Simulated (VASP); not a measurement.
# TiCo (Pm-3m) in VASP: notebook

TiCo is run at these levels: PBE; tasks: single point.

All numbers are computed with VASP 6.6.1; they aren't measurements. Logs are shortened: lines on timing, memory, paths and dates and some standing lists are left out, and cuts for length are marked.

### Step 1. The cell of the first run

Symmetry: Pm-3m, No. 221, cubic system. Conventional cell: a = 2.986 Å, b = 2.986 Å, c = 2.986 Å, α = 90.00°, β = 90.00°, γ = 90.00°. Ti (site symmetry m-3m) has 8 Co at 2.59 Å and 6 Ti at 2.99 Å within 3.4 Å. Co (site symmetry m-3m) has 8 Ti at 2.59 Å and 6 Co at 2.99 Å within 3.4 Å.

### Step 2. Single point, PBE, collinear spin, antiferromagnetic start

File INCAR:

```
  PREC = Accurate
  ENCUT = 520
  EDIFF = 1E-6
  ISMEAR = -1
  SIGMA = 0.03
  LREAL = F
  LASPH = T
  NELM = 150
  ALGO = Normal
  ISIF = 2
  LWAVE = F
  LCHARG = T
  ISPIN = 2
  MAGMOM = 0 0 1 -1
  LORBIT = 11
  LMAXMIX = 4
  GGA = PE
  LELF = T
  LVHAR = T
  NBANDS = 33
```

File KPOINTS:

```
regular mesh
0
Gamma
  12 12 12
```

File POSCAR:

```
TiCo
1.0
    2.9861109900      2.9861109900      0.0000000000
    2.9861109900      0.0000000000      2.9861109900
    2.9861109900      0.0000000000     -2.9861109900
Ti Co
2 2
Direct
    0.0000000000      0.0000000000      0.0000000000
    0.0000000000      0.5000000000      0.5000000000
    0.5000000000      0.2500000000      0.7500000000
    0.5000000000      0.7500000000      0.2500000000
```

Potentials or basis: VASP PAW PBE potentials, release 64 (Ti_sv, Co).

The run is started by

```
cat potpaw_PBE.64/Ti_sv/POTCAR potpaw_PBE.64/Co/POTCAR > POTCAR
mpirun -np 1 vasp_std > vasp.out
```

OUTCAR:

```text
PREC = Accurate
   ENCUT = 520
   EDIFF = 1E-6
   ISMEAR = -1
   LREAL = F
   LASPH = T
   NELM = 150
   ISIF = 2
   ISPIN = 2
   LORBIT = 11
   GGA = PE

 ion  position               nearest neighbor table
   1  0.000  0.000  0.000-   3 2.59   4 2.59   3 2.59   4 2.59   3 2.59   4 2.59   3 2.59   4 2.59

   2  0.000  0.500  0.500-   4 2.59   3 2.59   4 2.59   3 2.59   4 2.59   3 2.59   3 2.59   4 2.59

   3  0.500  0.250  0.750-   2 2.59   1 2.59   2 2.59   1 2.59   2 2.59   1 2.59   1 2.59   2 2.59
                             4 2.99   4 2.99   4 2.99   4 2.99   4 2.99   4 2.99
   4  0.500  0.750  0.250-   1 2.59   2 2.59   1 2.59   2 2.59   1 2.59   2 2.59   1 2.59   2 2.59
                             3 2.99   3 2.99   3 2.99   3 2.99   3 2.99   3 2.99

  LATTYP: Found a face centered cubic cell.
 ALAT       =     5.9722219800

  Lattice vectors:

 A1 = (   2.9861109900,   2.9861109900,   0.0000000000)
 A2 = (   2.9861109900,   0.0000000000,  -2.9861109900)
 A3 = (   0.0000000000,   2.9861109900,  -2.9861109900)

Analysis of symmetry for initial positions (statically):
=====================================================================
 Subroutine PRICEL returns following result:

  LATTYP: Found a simple cubic cell.
 ALAT       =     2.9861109900

  Lattice vectors:

 A1 = (   0.0000000000,   2.9861109900,   0.0000000000)
 A2 = (   0.0000000000,   0.0000000000,   2.9861109900)
 A3 = (   2.9861109900,   0.0000000000,   0.0000000000)

   2 primitive cells build up your supercell.

 Routine SETGRP: Setting up the symmetry group for a
 face centered cubic supercell.

 Subroutine GETGRP returns: Found 48 space group operations
[... 5 lines left out ...]
Analysis of symmetry for dynamics (positions and initial velocities):
=====================================================================
 Subroutine PRICEL returns following result:

  LATTYP: Found a simple cubic cell.
 ALAT       =     2.9861109900

  Lattice vectors:

 A1 = (   0.0000000000,   2.9861109900,   0.0000000000)
 A2 = (   0.0000000000,   0.0000000000,   2.9861109900)
 A3 = (   2.9861109900,   0.0000000000,   0.0000000000)

   2 primitive cells build up your supercell.

 Routine SETGRP: Setting up the symmetry group for a
 face centered cubic supercell.

 Subroutine GETGRP returns: Found 48 space group operations
 (whereof 48 operations were pure point group operations)
 out of a pool of 48 trial point group operations.

The dynamic configuration has the point symmetry O_h .

Analysis of structural, dynamic, and magnetic symmetry:
=====================================================================
 Subroutine PRICEL returns following result:

  LATTYP: Found a simple cubic cell.
 ALAT       =     2.9861109900

  Lattice vectors:

 A1 = (   0.0000000000,   2.9861109900,   0.0000000000)
 A2 = (   0.0000000000,   0.0000000000,   2.9861109900)
 A3 = (   2.9861109900,   0.0000000000,   0.0000000000)

   2 primitive cells build up your supercell.

 Routine SETGRP: Setting up the symmetry group for a
 face centered cubic supercell.

 Subroutine GETGRP returns: Found 48 space group operations
 (whereof 48 operations were pure point group operations)
 out of a pool of 48 trial point group operations.

The overall configuration has the point symmetry O_h .

 Subroutine INISYM returns: Found 48 space group operations
 (whereof 48 operations are pure point group operations),
 and found     2 'primitive' translations

----------------------------------------------------------------------------------------

                                     Primitive cell

  volume of cell :      26.6267

  direct lattice vectors                    reciprocal lattice vectors
     0.000000000  2.986110990  0.000000000     0.000000000  0.334883735  0.000000000
     0.000000000  0.000000000  2.986110990     0.000000000  0.000000000  0.334883735
     2.986110990  0.000000000  0.000000000     0.334883735  0.000000000  0.000000000

  length of vectors
     2.986110990  2.986110990  2.986110990     0.334883735  0.334883735  0.334883735

  position of ions in fractional coordinates (direct lattice)
     0.000000000  0.000000000  0.000000000
     0.500000000  0.500000000  0.500000000

  ion indices of the primitive-cell ions
   primitive index   ion index
                 1           1
                 2           3

----------------------------------------------------------------------------------------

 KPOINTS: regular mesh

Automatic generation of k-mesh.
 Grid dimensions read from file:
 generate k-points for:   12   12   12

 Generating k-lattice:

  Cartesian coordinates                     Fractional coordinates (reciprocal lattice)
     0.000000000  0.027906978  0.000000000     0.083333333  0.000000000  0.000000000
     0.013953489 -0.013953489  0.013953489     0.000000000  0.083333333  0.000000000
     0.013953489 -0.013953489 -0.013953489     0.000000000  0.000000000  0.083333333

  Length of vectors
     0.027906978  0.024168152  0.024168152

  Shift w.r.t. Gamma in fractional coordinates (k-lattice)
     0.000000000  0.000000000  0.000000000

 Subroutine IBZKPT returns following result:
 ===========================================

 Found     72 irreducible k-points:

 Following reciprocal coordinates:
            Coordinates               Weight
  0.000000  0.000000  0.000000      1.000000
  0.083333  0.000000  0.000000      6.000000
  0.166667  0.000000  0.000000      6.000000
  0.250000  0.000000  0.000000      6.000000
  0.333333  0.000000  0.000000      6.000000
  0.416667  0.000000  0.000000      6.000000
[... 16 lines left out ...]
  0.333333  0.250000  0.000000     24.000000
  0.416667  0.250000  0.000000     24.000000
 [... further k-points ...]
   k-points           NKPTS =     72   k-points in BZ     NKDIM =     72   number of bands    NBANDS=     33
   number of dos      NEDOS =    301   number of ions     NIONS =      4
   total plane-waves  NPLWV =  32768
   dimension x,y,z NGX =    32 NGY =   32 NGZ =   32
   dimension x,y,z NGXF=    64 NGYF=   64 NGZF=   64
   ions per type =               2   2
   NGX,Y,Z   is equivalent  to a cutoff of  12.60, 12.60, 12.60 a.u.
   NGXF,Y,Z  is equivalent  to a cutoff of  25.19, 25.19, 25.19 a.u.
 SYSTEM =  unknown system
   PREC   = accura    normal or accurate (medium, high low for compatibility)
   ISTART =      0    job   : 0-new  1-cont  2-samecut
   ICHARG =      2    charge: 1-file 2-atom 10-const
   ISPIN  =      2    spin polarized calculation?
   LNONCOLLINEAR =      F non collinear calculations
   LSORBIT =      F    spin-orbit coupling
   LASPH  =      T    aspherical Exc in radial PAW
   ENCUT  =  520.0 eV  38.22 Ry    6.18 a.u.   7.85  7.85  7.85*2*pi/ulx,y,z
   NELM   =    150;   NELMIN=  2; NELMDL= -5     # of ELM steps
   EDIFF  = 0.1E-05   stopping-criterion for ELM
   LREAL  =      F    real-space projection
   EDIFFG = 0.1E-04   stopping-criterion for IOM
   NSW    =      0    number of steps for IOM
   IBRION =     -1    ionic relax: 0-MD 1-quasi-New 2-CG
   NFREE  =      0    steps in history (QN), initial steepest desc. (CG)
   ISIF   =      2    stress and relaxation
   ISYM   =      2    0-nonsym 1-usesym 2-fastsym
   POTIM  = 0.5000    time-step for ionic-motion
   TEBEG  =    0.0;   TEEND  =   0.0 temperature during run
   PSTRESS=    0.0 pullay stress
   NELECT =      42.0000    total number of electrons
   NUPDOWN=      -1.0000    fix difference up-down
   EMIN   =  10.00;   EMAX   =-10.00  energy-range for DOS
   EFERMI =   0.00;   METHOD = LEGACY
   ISMEAR =    -1;   SIGMA  =   0.03  broadening in eV -4-tet -1-fermi 0-gaus
   EFERMI_NEDOS =   21; number of points for ismear=-14 and -15
   IALGO  =     38    algorithm
   IMIX   =      4    mixing-type and parameters
     AMIX     =   0.40;   BMIX     =  1.00
     AMIX_MAG =   1.60;   BMIX_MAG =  1.00
  volume/ion in A,a.u.               =      13.31        89.84
  Fermi-wavevector in a.u.,A,eV,Ry     =   1.512546  2.858298 31.127355  2.287796
  Thomas-Fermi vector in A             =   2.622456
   LORBIT       =     11    0 simple, 1 ext, 2 COOP (PROOUT), +10 PAW based schemes
   GGA     = PE    functional components
   LHFCALC =     F    Hartree Fock is set to
   AEXX    =    0.0000 exact exchange contribution
   IVDW    =     0    specifies the selected vdW correction
   LEPSILON=     F    determine dielectric tensor
   LRPA    =     F    only Hartree local field effects (RPA)
 spin polarized calculation
  energy-cutoff  :      520.00
  volume of cell :       53.25
 maximum number of plane-waves:      1459
   NGX = 15   NGY = 15   NGZ = 15

 number of electron      42.0000020 magnetization       0.0000000

 number of electron      42.0000020 magnetization      -0.0000000

 Free energy of the ion-electron system (eV)
  ---------------------------------------------------
  ext. energy  EPLUGINS =         0.00000000
  ---------------------------------------------------
  free energy    TOTEN  =       -31.29971487 eV

  energy without entropy =      -31.28496850  energy(sigma->0) =      -31.29234169

 E-fermi :   9.8663     XC(G=0): -12.5725

 val. band max:        9.8593451146   @ k =   0.5000   0.1667   0.0833
 cond. band min:       9.8690226028   @ k =   0.5000   0.0833   0.0833
 fundamental gap:      0.0096774882
 Fermi energy:         9.8663188765

 spin component 1

 k-point     1 :       0.0000    0.0000    0.0000
  band No.  band energies     occupation
      1     -47.2722      1.00000
      2     -47.1826      1.00000
      3     -23.5879      1.00000
      4     -23.5879      1.00000
      5     -23.5879      1.00000
      6     -23.3640      1.00000
[... 25 lines left out ...]
     32      18.2734      0.00000
     33      18.2734      0.00000

 k-point     2 :       0.0833    0.0000    0.0000
  band No.  band energies     occupation
      1     -47.2701      1.00000
      2     -47.1846      1.00000
      3     -23.5897      1.00000
      4     -23.5897      1.00000
      5     -23.5698      1.00000
      6     -23.3844      1.00000
[... 25 lines left out ...]
     32      17.4500      0.00000
     33      18.2174      0.00000
[... 754 lines left out ...]
     32      16.9643      0.00000
     33      18.1230      0.00000

 k-point    24 :       0.4167    0.2500    0.0000
  band No.  band energies     occupation
      1     -47.2436      1.00000
      2     -47.2096      1.00000
      3     -23.5736      1.00000
      4     -23.5694      1.00000
      5     -23.5428      1.00000
      6     -23.4250      1.00000
[... 25 lines left out ...]
     32      15.5216      0.00000
     33      18.2314      0.00000

 [... further k-points ...]

 spin component 2

 k-point     1 :       0.0000    0.0000    0.0000
  band No.  band energies     occupation
      1     -47.2722      1.00000
      2     -47.1826      1.00000
      3     -23.5879      1.00000
      4     -23.5879      1.00000
      5     -23.5879      1.00000
      6     -23.3640      1.00000
[... 25 lines left out ...]
     32      18.2734      0.00000
     33      18.2734      0.00000

 k-point     2 :       0.0833    0.0000    0.0000
  band No.  band energies     occupation
      1     -47.2701      1.00000
      2     -47.1846      1.00000
      3     -23.5897      1.00000
      4     -23.5897      1.00000
      5     -23.5698      1.00000
      6     -23.3844      1.00000
[... 25 lines left out ...]
     32      17.4500      0.00000
     33      18.2174      0.00000
[... 754 lines left out ...]
     32      16.9643      0.00000
     33      18.1230      0.00000

 k-point    24 :       0.4167    0.2500    0.0000
  band No.  band energies     occupation
      1     -47.2436      1.00000
      2     -47.2096      1.00000
      3     -23.5736      1.00000
      4     -23.5694      1.00000
      5     -23.5428      1.00000
      6     -23.4250      1.00000
[... 25 lines left out ...]
     32      15.5216      0.00000
     33      18.2314      0.00000

 [... further k-points ...]

------------------------ aborting loop because EDIFF is reached ----------------------------------------

  FORCE on cell =-STRESS in cart. coord.  units (eV):
  Direction    XX          YY          ZZ          XY          YZ          ZX
  --------------------------------------------------------------------------------------
  -------------------------------------------------------------------------------------
  Total       -0.6224545     -0.6224545     -0.6224545      0.0000000     -0.0000000      0.0000000
  in kB      -18.7270927    -18.7270927    -18.7270927      0.0000000     -0.0000000      0.0000000
  external PRESSURE =     -18.7270927 kB  Pullay stress =       0.0000000 kB

 VOLUME and BASIS-vectors are now :
 -----------------------------------------------------------------------------
  energy-cutoff  :      520.00
  volume of cell :       53.25
      direct lattice vectors                 reciprocal lattice vectors
     2.986110990  2.986110990  0.000000000     0.000000000  0.334883735  0.000000000
     2.986110990  0.000000000  2.986110990     0.167441867 -0.167441867  0.167441867
     2.986110990  0.000000000 -2.986110990     0.167441867 -0.167441867 -0.167441867

 POSITION                                       TOTAL-FORCE (eV/Angst)
 -----------------------------------------------------------------------------------
      0.00000      0.00000      0.00000        -0.000000      0.000000      0.000000
      2.98611      0.00000      0.00000        -0.000000      0.000000      0.000000
      4.47917      1.49306     -1.49306         0.000000     -0.000000     -0.000000
      4.47917      1.49306      1.49306         0.000000     -0.000000      0.000000
 -----------------------------------------------------------------------------------
    total drift:                                0.000000      0.000000      0.000000

  FREE ENERGIE OF THE ION-ELECTRON SYSTEM (eV)
  ---------------------------------------------------
  free  energy   TOTEN  =       -31.2997148718 eV

  energy  without entropy=      -31.2849685036  energy(sigma->0) =      -31.29234169

 total charge

# of ion       s       p       d       tot
------------------------------------------
    1        2.247   6.177   1.858  10.282
    2        2.247   6.177   1.858  10.282
    3        0.522   0.446   7.334   8.302
    4        0.522   0.446   7.334   8.302
--------------------------------------------------
tot          5.538  13.246  18.383  37.168

 magnetization (x)

# of ion       s       p       d       tot
------------------------------------------
    1        0.000   0.000   0.000   0.000
    2        0.000   0.000   0.000   0.000
    3       -0.015   0.012   0.613   0.610
    4        0.015  -0.012  -0.613  -0.610
--------------------------------------------------
tot          0.000  -0.000   0.000  -0.000
```

Wall time 7.7 min (1 thread of Oxide Virtual Turin-like, shared host); peak memory 0.3 GiB.

Results:

* Free energy: -31.2997 eV
* Pressure: -1.9 GPa
* Band gap on the k mesh: zero (filled and empty bands overlap)
* Net moment: 0.00 μB per cell
* Site moments: Ti +0.00; Co +0.61, -0.61 μB
* Valence electrons inside the program's atomic spheres: Ti 10.28; Co 8.30

(Continued in part 2 of 2.)
